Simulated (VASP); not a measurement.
# SnO (Pm-3m) in VASP: a series of runs

The runs below take SnO through single point, with LDA.

Everything below comes from runs of VASP 6.6.1. Logs are shortened: lines on timing, memory, paths and dates and some standing lists are left out, and cuts for length are marked.

### Step 1. The cell of the first run

Symmetry: Pm-3m, No. 221, cubic system. The conventional cell has a = 3.051 Å, b = 3.051 Å, c = 3.051 Å, α = 90.00°, β = 90.00°, γ = 90.00°. Within 3.5 Å of Sn (site symmetry m-3m) lie 8 O at 2.64 Å and 6 Sn at 3.05 Å. O (site symmetry m-3m) has 8 Sn at 2.64 Å and 6 O at 3.05 Å within 3.5 Å.

### Step 2. Single point, LDA

INCAR

```
  PREC = Accurate
  ENCUT = 520
  EDIFF = 1E-7
  ISMEAR = -1
  SIGMA = 0.02
  LREAL = F
  LASPH = T
  NELM = 80
  ALGO = Normal
  ISIF = 2
  LWAVE = F
  LCHARG = T
  LELF = T
  LVHAR = T
  NBANDS = 17
```

KPOINTS

```
regular mesh
0
Gamma
  8 8 8
```

POSCAR

```
SnO
1.0
    3.0507477346      0.0000000000      0.0000000000
    0.0000000000      3.0507477346      0.0000000000
    0.0000000000      0.0000000000      3.0507477346
Sn O
1 1
Direct
    0.0000000000      0.0000000000      0.0000000000
    0.5000000000      0.5000000000      0.5000000000
```

Potentials or basis: VASP PAW LDA potentials, release 64 (Sn_d, O).

The run is started by

```bash
$ cat potpaw_LDA.64/Sn_d/POTCAR potpaw_LDA.64/O/POTCAR > POTCAR
$ mpirun -np 1 vasp_std > vasp.out
```

OUTCAR:

```text
PREC = Accurate
   ENCUT = 520
   EDIFF = 1E-7
   ISMEAR = -1
   LREAL = F
   LASPH = T
   NELM = 80
   ISIF = 2

 ion  position               nearest neighbor table
   1  0.000  0.000  0.000-   2 2.64   2 2.64   2 2.64   2 2.64   2 2.64   2 2.64   2 2.64   2 2.64

   2  0.500  0.500  0.500-   1 2.64   1 2.64   1 2.64   1 2.64   1 2.64   1 2.64   1 2.64   1 2.64

  LATTYP: Found a simple cubic cell.
 ALAT       =     3.0507477346

  Lattice vectors:

 A1 = (   3.0507477346,   0.0000000000,   0.0000000000)
 A2 = (   0.0000000000,   3.0507477346,   0.0000000000)
 A3 = (   0.0000000000,   0.0000000000,   3.0507477346)

Analysis of symmetry for initial positions (statically):
=====================================================================
 Subroutine PRICEL returns:
 Original cell was already a primitive cell.

 Routine SETGRP: Setting up the symmetry group for a
 simple cubic supercell.

 Subroutine GETGRP returns: Found 48 space group operations
 (whereof 48 operations were pure point group operations)
 out of a pool of 48 trial point group operations.

The static configuration has the point symmetry O_h .

Analysis of symmetry for dynamics (positions and initial velocities):
=====================================================================
 Subroutine PRICEL returns:
 Original cell was already a primitive cell.

 Routine SETGRP: Setting up the symmetry group for a
 simple cubic supercell.

 Subroutine GETGRP returns: Found 48 space group operations
 (whereof 48 operations were pure point group operations)
 out of a pool of 48 trial point group operations.

The dynamic configuration has the point symmetry O_h .

 Subroutine INISYM returns: Found 48 space group operations
 (whereof 48 operations are pure point group operations),
 and found     1 'primitive' translations

----------------------------------------------------------------------------------------

                                     Primitive cell

  volume of cell :      28.3935

  direct lattice vectors                    reciprocal lattice vectors
     3.050747735  0.000000000  0.000000000     0.327788492  0.000000000  0.000000000
[... 80 lines left out ...]
   ISPIN  =      1    spin polarized calculation?
   LNONCOLLINEAR =      F non collinear calculations
   LSORBIT =      F    spin-orbit coupling
   LASPH  =      T    aspherical Exc in radial PAW
   ENCUT  =  520.0 eV  38.22 Ry    6.18 a.u.   5.67  5.67  5.67*2*pi/ulx,y,z
   NELM   =     80;   NELMIN=  2; NELMDL= -5     # of ELM steps
   EDIFF  = 0.1E-06   stopping-criterion for ELM
   LREAL  =      F    real-space projection
   EDIFFG = 0.1E-05   stopping-criterion for IOM
   NSW    =      0    number of steps for IOM
   IBRION =     -1    ionic relax: 0-MD 1-quasi-New 2-CG
   NFREE  =      0    steps in history (QN), initial steepest desc. (CG)
   ISIF   =      2    stress and relaxation
   ISYM   =      2    0-nonsym 1-usesym 2-fastsym
   POTIM  = 0.5000    time-step for ionic-motion
   TEBEG  =    0.0;   TEEND  =   0.0 temperature during run
   PSTRESS=    0.0 pullay stress
   NELECT =      20.0000    total number of electrons
   NUPDOWN=      -1.0000    fix difference up-down
   EMIN   =  10.00;   EMAX   =-10.00  energy-range for DOS
   EFERMI =   0.00;   METHOD = LEGACY
   ISMEAR =    -1;   SIGMA  =   0.02  broadening in eV -4-tet -1-fermi 0-gaus
   EFERMI_NEDOS =   21; number of points for ismear=-14 and -15
   IALGO  =     38    algorithm
   IMIX   =      4    mixing-type and parameters
     AMIX     =   0.40;   BMIX     =  1.00
     AMIX_MAG =   1.60;   BMIX_MAG =  1.00
  volume/ion in A,a.u.               =      14.20        95.80
  Fermi-wavevector in a.u.,A,eV,Ry     =   1.456616  2.752606 28.867908  2.121731
  Thomas-Fermi vector in A             =   2.573514
   LORBIT       =      0    0 simple, 1 ext, 2 COOP (PROOUT), +10 PAW based schemes
   GGA     = CA    functional components
   LHFCALC =     F    Hartree Fock is set to
   AEXX    =    0.0000 exact exchange contribution
   IVDW    =     0    specifies the selected vdW correction
   LEPSILON=     F    determine dielectric tensor
   LRPA    =     F    only Hartree local field effects (RPA)
 non-spin polarized calculation
  energy-cutoff  :      520.00
  volume of cell :       28.39
 maximum number of plane-waves:       784
 NGX is ok and might be reduce to    24
   NGX = 11   NGY = 11   NGZ = 11

 number of electron      20.0000020 magnetization

 Free energy of the ion-electron system (eV)
  ---------------------------------------------------
  ext. energy  EPLUGINS =         0.00000000
  ---------------------------------------------------
  free energy    TOTEN  =       -11.35059311 eV

  energy without entropy =      -11.34935747  energy(sigma->0) =      -11.34997529

 E-fermi :   8.9912     XC(G=0): -12.0682

 val. band max:        8.7321884635   @ k =   0.5000   0.1250   0.1250
 cond. band min:       8.9985325758   @ k =   0.5000   0.1250   0.0000
 fundamental gap:      0.2663441123
 Fermi energy:         8.9912308970

 k-point     1 :       0.0000    0.0000    0.0000
  band No.  band energies     occupation
      1     -12.8256      2.00000
      2     -12.8256      2.00000
      3     -12.3816      2.00000
      4     -12.3816      2.00000
      5     -12.3816      2.00000
      6      -9.4182      2.00000
[... 457 lines left out ...]
      4     -12.4851      2.00000
      5     -12.3255      2.00000
      6      -7.8448      2.00000
[... 9 lines left out ...]
     16      23.6770      0.00000
     17      26.5523      0.00000

 [... further k-points ...]

------------------------ aborting loop because EDIFF is reached ----------------------------------------

  FORCE on cell =-STRESS in cart. coord.  units (eV):
  Direction    XX          YY          ZZ          XY          YZ          ZX
  --------------------------------------------------------------------------------------
  -------------------------------------------------------------------------------------
  Total        0.0406368      0.0406368      0.0406368     -0.0000000      0.0000000      0.0000000
  in kB        2.2930355      2.2930355      2.2930355     -0.0000000      0.0000000      0.0000000
  external PRESSURE =       2.2930355 kB  Pullay stress =       0.0000000 kB

 VOLUME and BASIS-vectors are now :
 -----------------------------------------------------------------------------
  energy-cutoff  :      520.00
  volume of cell :       28.39
      direct lattice vectors                 reciprocal lattice vectors
     3.050747735  0.000000000  0.000000000     0.327788492  0.000000000  0.000000000
     0.000000000  3.050747735  0.000000000     0.000000000  0.327788492  0.000000000
     0.000000000  0.000000000  3.050747735     0.000000000  0.000000000  0.327788492

 POSITION                                       TOTAL-FORCE (eV/Angst)
 -----------------------------------------------------------------------------------
      0.00000      0.00000      0.00000         0.000000      0.000000      0.000000
      1.52537      1.52537      1.52537         0.000000      0.000000      0.000000
 -----------------------------------------------------------------------------------
    total drift:                                0.000000      0.000000     -0.000000

  FREE ENERGIE OF THE ION-ELECTRON SYSTEM (eV)
  ---------------------------------------------------
  free  energy   TOTEN  =       -11.3505931075 eV

  energy  without entropy=      -11.3493574703  energy(sigma->0) =      -11.34997529
```

Wall time 12 s (1 thread of Intel Xeon 8259CL, shared host); peak memory 0.14 GiB.

Results:

```yaml
Free_energy: -11.3506 eV
Pressure: 0.2 GPa
Band_gap_on_the_k_mesh: zero (bands 10 and 11 overlap by 0.36 eV)
```

Caveat: semilocal functionals underestimate gaps, so a narrow gap can read as zero; spin-orbit coupling is left out, which moves the levels of the heavy elements.

### Step 3. Single point, LDA

This run uses another cell than the first one, of 14.94 Å³/atom.

INCAR

```
SYSTEM = SnO
ALGO = Normal
EDIFF = 1E-6
ENCUT = 520
ISIF = 2
ISMEAR = -1
LASPH = .True.
LCHARG = .False.
LREAL = .False.
LWAVE = .False.
NBANDS = 17
NELM = 60
PREC = Accurate
SIGMA = 0.02
```

KPOINTS

```
k-points
0
Gamma
  8 8 8
  0 0 0
```

POSCAR

```
SnO
1.0
    3.1034067827      0.0000000000      0.0000000000
    0.0000000000      3.1034067827      0.0000000000
    0.0000000000      0.0000000000      3.1034067827
Sn O
1 1
Direct
    0.0000000000      0.0000000000      0.0000000000
    0.5000000000      0.5000000000      0.5000000000
```

Potentials or basis: VASP PAW LDA potentials, release 64 (Sn_d, O).

The run is started by

```bash
$ cat potpaw_LDA.64/Sn_d/POTCAR potpaw_LDA.64/O/POTCAR > POTCAR
$ mpirun -np 1 vasp_std > vasp.out
```

OUTCAR:

```text
SYSTEM = SnO
   EDIFF = 1E-6
   ENCUT = 520
   ISIF = 2
   ISMEAR = -1
   LASPH = .True.
   LREAL = .False.
   NELM = 60
   PREC = Accurate

 ion  position               nearest neighbor table
   1  0.000  0.000  0.000-   2 2.69   2 2.69   2 2.69   2 2.69   2 2.69   2 2.69   2 2.69   2 2.69

   2  0.500  0.500  0.500-   1 2.69   1 2.69   1 2.69   1 2.69   1 2.69   1 2.69   1 2.69   1 2.69

  LATTYP: Found a simple cubic cell.
 ALAT       =     3.1034067827

  Lattice vectors:

[... 668 lines left out ...]

  FORCE on cell =-STRESS in cart. coord.  units (eV):
  Direction    XX          YY          ZZ          XY          YZ          ZX
  --------------------------------------------------------------------------------------
  -------------------------------------------------------------------------------------
  Total       -1.0231006     -1.0231006     -1.0231006      0.0000000      0.0000000     -0.0000000
  in kB      -54.8419371    -54.8419371    -54.8419371      0.0000000      0.0000000     -0.0000000
  external PRESSURE =     -54.8419371 kB  Pullay stress =       0.0000000 kB

 VOLUME and BASIS-vectors are now :
 -----------------------------------------------------------------------------
  energy-cutoff  :      520.00
  volume of cell :       29.89
      direct lattice vectors                 reciprocal lattice vectors
     3.103406783  0.000000000  0.000000000     0.322226530  0.000000000  0.000000000
     0.000000000  3.103406783  0.000000000     0.000000000  0.322226530  0.000000000
     0.000000000  0.000000000  3.103406783     0.000000000  0.000000000  0.322226530

 POSITION                                       TOTAL-FORCE (eV/Angst)
 -----------------------------------------------------------------------------------
      0.00000      0.00000      0.00000         0.000000      0.000000      0.000000
      1.55170      1.55170      1.55170         0.000000      0.000000      0.000000
 -----------------------------------------------------------------------------------
    total drift:                                0.000000      0.000000     -0.000000

  FREE ENERGIE OF THE ION-ELECTRON SYSTEM (eV)
  ---------------------------------------------------
  free  energy   TOTEN  =       -11.3267156240 eV

  energy  without entropy=      -11.3260253128  energy(sigma->0) =      -11.32637047
```

stdout:

```text
POSCAR found type information on POSCAR SnO
 POSCAR found :  2 types and       2 ions
 scaLAPACK will be used
 LDA part: xc-table for (Slater(with rela. corr.)+CA(PZ))
 , standard interpolation
 POSCAR, INCAR and KPOINTS ok, starting setup
 FFT: planning ... GRIDC
 FFT: planning ... GRID_SOFT
 FFT: planning ... GRID
 WAVECAR not read
 entering main loop
```

It took 10 s on 1 thread of Intel Xeon 8259CL, shared host; peak memory 0.14 GiB.

Results:

| Property | Result |
| --- | --- |
| Free energy | -11.3267 eV |
| Pressure | -5.5 GPa |
| Band gap on the k mesh | zero (bands 10 and 11 overlap by 0.18 eV) |

Caveat: the cell stands under tension; semilocal functionals underestimate gaps, so a narrow gap can read as zero; spin-orbit coupling is left out, which moves the levels of the heavy elements.
